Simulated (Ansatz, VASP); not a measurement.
## Two plane-wave programs on KYSe2

```
K Se Y
1.0
     4.31975    0.00000    0.00000
     0.00000    4.31975    0.00000
     0.00000    0.00000    5.86828
K Se Y
1 2 1
Direct
  0.00000 0.00000 0.00000
  0.00000 0.00000 0.50000
  0.50000 0.50000 0.00000
  0.50000 0.50000 0.50000
```

Alike in both runs: task single point; functional r2SCAN; k mesh 6 × 6 × 4; no spin polarisation.

```csv
,VASP,Ansatz
version,VASP 6.6.1,Ansatz 0.2.0
potentials or method,"VASP PAW PBE potentials, release 64 (K_sv, Se, Y_sv)","plane waves, PAW"
plane-wave cutoff (eV),520,500
occupations,"gaussian, width 0.01 eV",fixed
valence electrons in the cell,32,52
```

|  | VASP | Ansatz | Ansatz less VASP |
| --- | --- | --- | --- |
| gap on the k mesh at the Fermi level (eV) | 0.50 | 0.49 | -0.008 |
| pressure (GPa) | 0.1 | 0.0 | -0.09 |

VASP's potentials were made for PBE, not for r2SCAN. VASP's potentials hold 32 valence electrons a cell and Ansatz's 52, so a difference there can come from the potentials and not from the codes.
